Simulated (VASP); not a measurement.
# Ir in VASP: notebook, part 2 of 2

VASP 6.6.1. Earlier steps stand in the parts before.

## 3. Electric field gradients, PBEsol (equal xy, yz and zx shear strains of -3 %)

File INCAR:

```
SYSTEM = Ir
PREC = Accurate
ENCUT = 520
EDIFF = 1E-8
ISMEAR = -1
SIGMA = 0.05
LREAL = .False.
LASPH = .True.
NELM = 100
ALGO = Normal
ISIF = 2
LWAVE = .False.
LCHARG = .False.
GGA = PS
LEFG = .True.
NBANDS = 10
```

File KPOINTS:

```
regular mesh
0
Gamma
  15 15 15
  0 0 0
```

File POSCAR:

```
Ir
1.0
   -0.0575910000      1.8909045000      1.8909045000
    1.8909045000     -0.0575910000      1.8909045000
    1.8909045000      1.8909045000     -0.0575910000
Ir
1
Direct
    0.0000000000      0.0000000000      0.0000000000
```

Potentials or basis: VASP PAW PBE potentials, release 64 (Ir).

Command:

```
$ cat potpaw_PBE.64/Ir/POTCAR > POTCAR
$ mpirun -np 1 vasp_std > vasp.out
```

OUTCAR:

```text
SYSTEM = Ir
   PREC = Accurate
   ENCUT = 520
   EDIFF = 1E-8
   ISMEAR = -1
   LREAL = .False.
   LASPH = .True.
   NELM = 100
   ISIF = 2
   GGA = PS

 ion  position               nearest neighbor table
   1  0.000  0.000  0.000-

  LATTYP: Found a trigonal (rhomboedric) cell.
 ALAT       =     2.6747628642
 COS(alpha) =     0.4693254694

  Lattice vectors:

 A1 = (  -0.0575910000,   1.8909045000,   1.8909045000)
 A2 = (   1.8909045000,  -0.0575910000,   1.8909045000)
 A3 = (   1.8909045000,   1.8909045000,  -0.0575910000)

Analysis of symmetry for initial positions (statically):
=====================================================================
 Subroutine PRICEL returns:
 Original cell was already a primitive cell.

 Routine SETGRP: Setting up the symmetry group for a
 trigonal (rhombohedral) supercell.

 Subroutine GETGRP returns: Found 12 space group operations
 (whereof 12 operations were pure point group operations)
 out of a pool of 12 trial point group operations.

The static configuration has the point symmetry D_3d.

Analysis of symmetry for dynamics (positions and initial velocities):
=====================================================================
 Subroutine PRICEL returns:
 Original cell was already a primitive cell.

 Routine SETGRP: Setting up the symmetry group for a
 trigonal (rhombohedral) supercell.

 Subroutine GETGRP returns: Found 12 space group operations
 (whereof 12 operations were pure point group operations)
 out of a pool of 12 trial point group operations.

The dynamic configuration has the point symmetry D_3d.

 Subroutine INISYM returns: Found 12 space group operations
[... 147 lines left out ...]
 Fermi energy:        10.2876117908

 k-point     1 :       0.0000    0.0000    0.0000
  band No.  band energies     occupation
      1      -0.9398      2.00000
      2       6.0754      2.00000
      3       6.0754      2.00000
      4       6.8307      2.00000
      5       9.1060      2.00000
      6       9.1060      2.00000
      7      24.5508      0.00000
      8      29.6883      0.00000
      9      29.6883      0.00000
     10      31.1893      0.00000
[... 287 lines left out ...]
 k-point    24 :       0.2000    0.1333    0.0000
  band No.  band energies     occupation
      1       0.7078      2.00000
      2       5.2568      2.00000
      3       6.8766      2.00000
      4       7.4931      2.00000
      5       8.0521      2.00000
      6       9.5645      2.00000
      7      27.1185      0.00000
      8      27.3080      0.00000
      9      30.5917      0.00000
     10      30.9516      0.00000

 [... further k-points ...]
[... 5 lines left out ...]
  --------------------------------------------------------------------------------------
  -------------------------------------------------------------------------------------
  Total       -0.0454819     -0.0454819     -0.0454819      0.7268530      0.7268530      0.7268530
  in kB       -5.1536578     -5.1536578     -5.1536578     82.3613113     82.3613113     82.3613113
  external PRESSURE =      -5.1536578 kB  Pullay stress =       0.0000000 kB

 VOLUME and BASIS-vectors are now :
 -----------------------------------------------------------------------------
  energy-cutoff  :      520.00
  volume of cell :       14.14
      direct lattice vectors                 reciprocal lattice vectors
    -0.057591000  1.890904500  1.890904500    -0.252640071  0.260576408  0.260576408
     1.890904500 -0.057591000  1.890904500     0.260576408 -0.252640071  0.260576408
     1.890904500  1.890904500 -0.057591000     0.260576408  0.260576408 -0.252640071

 POSITION                                       TOTAL-FORCE (eV/Angst)
 -----------------------------------------------------------------------------------
      0.00000      0.00000      0.00000         0.000000      0.000000     -0.000000
 -----------------------------------------------------------------------------------
    total drift:                                0.000000      0.000000      0.000000

  FREE ENERGIE OF THE ION-ELECTRON SYSTEM (eV)
  ---------------------------------------------------
  free  energy   TOTEN  =        -9.7959244936 eV

  energy  without entropy=       -9.7889019934  energy(sigma->0) =       -9.79241324

 Electric field gradients (V/A^2)
---------------------------------------------------------------------
 ion       V_xx      V_yy      V_zz      V_xy      V_xz      V_yz
---------------------------------------------------------------------
   1      -0.000    -0.000    -0.000   -35.833   -35.833   -35.833
---------------------------------------------------------------------

 Electric field gradients after diagonalization (V/A^2)
 (convention: |V_zz| > |V_xx| > |V_yy|)
----------------------------------------------------------------------
 ion       V_xx      V_yy      V_zz     asymmetry (V_yy - V_xx)/ V_zz
----------------------------------------------------------------------
   1      35.833    35.833   -71.665       0.000
----------------------------------------------------------------------

           NMR quadrupolar parameters

 Cq : quadrupolar parameter    Cq=e*Q*V_zz/h
 eta: asymmetry parameters     (V_yy - V_xx)/ V_zz
 Q  : nuclear electric quadrupole moment in mb (millibarn)
----------------------------------------------------------------------
 ion       Cq(MHz)       eta       Q (mb)
----------------------------------------------------------------------
   1      -0.173       0.000       1.000
----------------------------------------------------------------------
```

OSZICAR:

```text
N       E                     dE             d eps       ncg     rms          rms(c)
DAV:   1     0.464094003108E+02    0.46409E+02   -0.43648E+03  6952   0.820E+02
DAV:   2    -0.952678937130E+01   -0.55936E+02   -0.53128E+02  7060   0.196E+02
DAV:   3    -0.104188083542E+02   -0.89202E+00   -0.88829E+00  8022   0.298E+01
DAV:   4    -0.104269632331E+02   -0.81549E-02   -0.81533E-02  7810   0.266E+00
DAV:   5    -0.104271254960E+02   -0.16226E-03   -0.16226E-03  7880   0.357E-01    0.159E+01
DAV:   6    -0.989846527404E+01    0.52866E+00   -0.93729E-01  7726   0.117E+01    0.625E+00
DAV:   7    -0.980305329525E+01    0.95412E-01   -0.28538E-01  8182   0.589E+00    0.146E+00
DAV:   8    -0.980095051869E+01    0.21028E-02   -0.19613E-03  7346   0.444E-01    0.121E+00
DAV:   9    -0.979593212995E+01    0.50184E-02   -0.26015E-03  7616   0.737E-01    0.301E-02
DAV:  10    -0.979592264743E+01    0.94825E-05   -0.16608E-05  9918   0.443E-02    0.188E-02
DAV:  11    -0.979592442567E+01   -0.17782E-05   -0.12874E-06  7552   0.738E-03    0.213E-03
DAV:  12    -0.979592446133E+01   -0.35659E-07   -0.26762E-08  9062   0.169E-03    0.168E-03
DAV:  13    -0.979592448993E+01   -0.28598E-07   -0.15684E-09  4034   0.315E-04    0.101E-04
DAV:  14    -0.979592449356E+01   -0.36270E-08   -0.13420E-10  3632   0.151E-04
   1 F= -.97959245E+01 E0= -.97924132E+01  d E =-.702250E-02
```

stdout:

```text
POSCAR found type information on POSCAR Ir
 POSCAR found :  1 types and       1 ions
 scaLAPACK will be used
 -----------------------------------------------------------------------------
|                                                                             |
|                                                                             |
|     You enforced a specific xc type in the INCAR file but a different       |
|     I HOPE YOU KNOW WHAT YOU ARE DOING!                                     |
|                                                                             |
 -----------------------------------------------------------------------------

 LDA part: xc-table for (Slater+PW92), standard interpolation
 POSCAR, INCAR and KPOINTS ok, starting setup
 FFT: planning ... GRIDC
 FFT: planning ... GRID_SOFT
 FFT: planning ... GRID
 WAVECAR not read
 entering main loop
ion   1
```

Run time: 17 s. Hardware: 1 thread of Intel Xeon 6975P-C (Granite Rapids), shared host; peak memory 0.16 GiB.

What came out:

* Free energy: -9.7959 eV
* Pressure: -0.5 GPa

Stress tensor (GPa, compression positive):
```
-0.52  8.24  8.24
 8.24 -0.52  8.24
 8.24  8.24 -0.52
```

Electric field gradients, principal values (V/Å²):
```
atom   least  middle  greatest (by size)
1 Ir  35.833  35.833             -71.665
```

Caveat: the cell differs from its parent crystal (equal xy, yz and zx shear strains of -3 %); without QUAD_EFG the Cq values of the log hold for a quadrupole moment of 1 mb, not for the nuclei; the PAW data sets were made with another functional, which shifts forces and pressure a little; spin-orbit coupling is left out, which moves the levels of the heavy elements.

## 4. Electric field gradients, PBEsol (equal xy, yz and zx shear strains of -1 %)

File INCAR:

```
ALGO = Normal ; EDIFF = 1E-8
ENCUT = 520 ; GGA = PS
ISIF = 2 ; ISMEAR = -1
LASPH = T ; LCHARG = F
LEFG = T ; LREAL = F
LWAVE = F ; NBANDS = 10
NELM = 60 ; PREC = Accurate
SIGMA = 0.05
```

File KPOINTS:

```
k-points
0
Gamma
  15 15 15
```

File POSCAR:

```
Ir
1.0
   -0.0191970000      1.9101015000      1.9101015000
    1.9101015000     -0.0191970000      1.9101015000
    1.9101015000      1.9101015000     -0.0191970000
Ir
1
Direct
    0.0000000000      0.0000000000      0.0000000000
```

Potentials or basis: VASP PAW PBE potentials, release 64 (Ir).

Command:

```
$ cat potpaw_PBE.64/Ir/POTCAR > POTCAR
$ mpirun -np 1 vasp_std > vasp.out
```

OUTCAR:

```text
EDIFF = 1E-8
   ENCUT = 520
   GGA = PS
   ISIF = 2
   ISMEAR = -1
   LASPH = T
   LREAL = F
   NELM = 60
   PREC = Accurate

 ion  position               nearest neighbor table
   1  0.000  0.000  0.000-

  LATTYP: Found a trigonal (rhomboedric) cell.
 ALAT       =     2.7013596587
 COS(alpha) =     0.4899250057

  Lattice vectors:

 A1 = (  -0.0191970000,   1.9101015000,   1.9101015000)
[... 517 lines left out ...]
 -----------------------------------------------------------------------------------
    total drift:                                0.000000      0.000000     -0.000000

  FREE ENERGIE OF THE ION-ELECTRON SYSTEM (eV)
  ---------------------------------------------------
  free  energy   TOTEN  =        -9.8253024740 eV

  energy  without entropy=       -9.8174341188  energy(sigma->0) =       -9.82136830

 Electric field gradients (V/A^2)
---------------------------------------------------------------------
 ion       V_xx      V_yy      V_zz      V_xy      V_xz      V_yz
---------------------------------------------------------------------
   1      -0.000     0.000     0.000   -12.188   -12.188   -12.188
---------------------------------------------------------------------

 Electric field gradients after diagonalization (V/A^2)
 (convention: |V_zz| > |V_xx| > |V_yy|)
----------------------------------------------------------------------
 ion       V_xx      V_yy      V_zz     asymmetry (V_yy - V_xx)/ V_zz
----------------------------------------------------------------------
   1      12.188    12.188   -24.376       0.000
----------------------------------------------------------------------

           NMR quadrupolar parameters

 Cq : quadrupolar parameter    Cq=e*Q*V_zz/h
 eta: asymmetry parameters     (V_yy - V_xx)/ V_zz
 Q  : nuclear electric quadrupole moment in mb (millibarn)
----------------------------------------------------------------------
 ion       Cq(MHz)       eta       Q (mb)
----------------------------------------------------------------------
   1      -0.059       0.000       1.000
----------------------------------------------------------------------
```

stdout:

```text
POSCAR found type information on POSCAR Ir
 POSCAR found :  1 types and       1 ions
 scaLAPACK will be used
 -----------------------------------------------------------------------------
|                                                                             |
|                                                                             |
|     You enforced a specific xc type in the INCAR file but a different       |
|     I HOPE YOU KNOW WHAT YOU ARE DOING!                                     |
|                                                                             |
 -----------------------------------------------------------------------------

 LDA part: xc-table for (Slater+PW92), standard interpolation
 POSCAR, INCAR and KPOINTS ok, starting setup
 FFT: planning ... GRIDC
 FFT: planning ... GRID_SOFT
 FFT: planning ... GRID
 WAVECAR not read
 entering main loop
ion   1
```

Wall time 17 s (1 thread of Intel Xeon 6975P-C (Granite Rapids), shared host); peak memory 0.16 GiB.

What came out:

- Free energy: -9.8253 eV
- Pressure: -1.7 GPa

Electric field gradients, principal values (V/Å²):
```csv
atom,least,middle,greatest (by size)
1 Ir,12.188,12.188,-24.376
```

Caveat: the cell differs from its parent crystal (equal xy, yz and zx shear strains of -1 %); without QUAD_EFG the Cq values of the log hold for a quadrupole moment of 1 mb, not for the nuclei; the PAW data sets were made with another functional, which shifts forces and pressure a little; spin-orbit coupling is left out, which moves the levels of the heavy elements.

## 5. The runs side by side

| cell | gap on the mesh (eV) | pressure (GPa) |
| --- | --- | --- |
| a = 2.768 Å, angles 60.0°, 1 atom | none | -20.9 |
| a = 2.675 Å, angles 62.0°, 1 atom | none | -0.5 |
| a = 2.701 Å, angles 60.7°, 1 atom | none | -1.7 |

Alike in all rows: task electric field gradients; level PBEsol; potentials or basis VASP PAW PBE potentials, release 64 (Ir); no spin polarisation; k mesh 15 × 15 × 15; cutoff (eV) 520; smearing fermi-dirac 0.05 eV.

Caveats: the PAW data sets were made with another functional, which shifts forces and pressure a little; spin-orbit coupling is left out, which moves the levels of the heavy elements.

Absolute energies hang on the potentials; compare differences alone.
